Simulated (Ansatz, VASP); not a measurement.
Two plane-wave programs on KMgF3

```
K Mg F
1.0
     3.92872    0.00000    0.00000
     0.00000    3.92872    0.00000
     0.00000    0.00000    3.92872
K Mg F
1 1 3
Direct
  0.50000 0.50000 0.50000
  0.00000 0.00000 0.00000
  0.50000 0.00000 0.00000
  0.00000 0.50000 0.00000
  0.00000 0.00000 0.50000
```

Alike in both runs: task single point; functional PBE; k mesh 6 × 6 × 6; occupations gaussian, width 0.02 eV; no spin polarisation.

|  | VASP | Ansatz |
| --- | --- | --- |
| version | VASP 6.6.1 | Ansatz 0.2.0 |
| potentials or method | VASP PAW PBE potentials, release 64 (K_sv, Mg, F), cutoff 520 eV | scalar-relativistic, plane waves, PAW |
| valence electrons in the cell | 32 | 40 |

Ansatz gave:

* gap on the k mesh at the Fermi level (eV): 7.67
* least direct gap on the mesh (eV): 7.99
* pressure (GPa): 7.7

Question: Which values does VASP return?

Answer: gap on the k mesh at the Fermi level (eV): 7.64; least direct gap on the mesh (eV): 7.96; pressure (GPa): 7.3.

VASP's potentials hold 32 valence electrons a cell and Ansatz's 40, so a difference there can come from the potentials and not from the codes.
